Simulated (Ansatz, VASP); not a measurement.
# Two plane-wave programs on TaN

The input INCAR:

```
PREC = Accurate
ENCUT = 520
EDIFF = 1E-6
ISMEAR = 0
SIGMA = 0.15
LREAL = F
LASPH = T
NELM = 60
ALGO = Normal
ISIF = 2
LWAVE = F
LCHARG = F
GGA = PS
NBANDS = 24
```

KPOINTS

```
regular mesh
0
Gamma
  18 18 8
```

Contents of POSCAR:

```
TaN
1.0
    3.3344762704      0.0000000000      0.0000000000
   -1.6672381352      2.8877411585      0.0000000000
    0.0000000000      0.0000000000      5.7292971278
Ta N
2 2
Direct
    0.3333333333      0.6666666667      0.0301041378
    0.6666666667      0.3333333333      0.5301041378
    0.3333333333      0.6666666667      0.3548958622
    0.6666666667      0.3333333333      0.8548958622
```

Input for Ansatz:

```yaml
crystal:
  lattice:
    - [3.3344762704, 0.0, 0.0]
    - [-1.6672381352, 2.8877411585, 0.0]
    - [0.0, 0.0, 5.7292971278]
  atoms:
    - { symbol: Ta, position: [0.3333333333, 0.6666666667, 0.0301041378] }
    - { symbol: Ta, position: [0.6666666667, 0.3333333333, 0.5301041378] }
    - { symbol: "N", position: [0.3333333333, 0.6666666667, 0.3548958622] }
    - { symbol: "N", position: [0.6666666667, 0.3333333333, 0.8548958622] }
basis:
  ecutwfc: 520.0
kpoints:
  mp_grid: { grid: [18, 18, 8] }
hamiltonian:
  xc: pbesol
  pseudopotentials: { kind: paw, azcp: { folder: soft_1 } }
scf:
  occupations: { method: gaussian, width: 0.15 }
output:
  forces: true
  stress: true
  eigenvalues: true
```

Alike in both runs: task single point; functional PBEsol; k mesh 18 × 18 × 8; occupations gaussian, width 0.15 eV; no spin polarisation.

|  | VASP | Ansatz |
| --- | --- | --- |
| version | VASP 6.6.1 | Ansatz 0.2.0 |
| potentials or method | VASP PAW PBE potentials, release 64 (Ta_pv, N), cutoff 520 eV | scalar-relativistic, plane waves, PAW |
| valence electrons in the cell | 32 | 36 |

Ansatz gave:

| Property | Result |
| --- | --- |
| gap on the k mesh at the Fermi level (eV) | none |
| pressure (GPa) | -8.0 |
| traceless stress, the component that is largest in VASP (GPa) | 27.12 |
| rms of the force components (eV/Å) | 1.492 |

Task: Which values does VASP return?

Result: gap on the k mesh at the Fermi level (eV): none; pressure (GPa): -7.2; traceless stress, the component that is largest in VASP (GPa): 28.02; rms of the force components (eV/Å): 1.557.

VASP's potentials were made for PBE, not for PBEsol, and Ansatz warns of the same on its side. Atom by atom the forces differ by 0.064 eV/Å (rms over components). A gap of «none» marks a metal or a gap that the smearing closes. VASP's potentials hold 32 valence electrons a cell and Ansatz's 36, so a difference there can come from the potentials and not from the codes.

Spin-orbit coupling is off throughout.
